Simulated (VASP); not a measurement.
**B: single point with r2SCAN**

The system is B.

```
B
1.0
     0.00000    1.96043    1.96043
     1.96043    0.00000    1.96043
     1.96043    1.96043    0.00000
B
2
Direct
  0.00000 0.00000 0.00000
  0.25000 0.25000 0.25000
```

| Property | Result |
| --- | --- |
| Program | VASP 6.6.1 |
| Task | single point |
| Functional | r2SCAN |
| Potentials or basis | VASP PAW PBE potentials, release 64 (B) |
| Cutoff | 520 eV |
| k mesh | 10 × 10 × 10 |
| Occupations | methfessel-paxton, width 0.0203 eV |
| Spin | no spin polarisation |

The pressure is 21.6 GPa and the band gap on the k mesh is zero (band 3 reaches 9.22 eV, above the bottom of band 4 at 1.07 eV).

Levels at points of the mesh, in eV from the Fermi level:
```csv
k point,band 1,band 2,band 3,band 4,band 5,band 6,band 7,band 8
"(0.00, 0.00, 0.00)",-14.44,4.77,4.77,4.77,9.22,9.22,9.22,19.71
"(0.50, 0.00, 0.00)",-8.90,-7.94,2.03,2.03,11.45,11.45,14.01,17.92
"(0.50, 0.50, 0.00)",-6.61,-6.61,-1.46,-1.46,8.16,8.16,21.21,21.21
```

It used 18 s of CPU time on 1 thread of Intel Xeon 6975P-C, with other jobs on the host.

Caveat: the PAW data sets were made with another functional, which shifts forces and pressure a little.
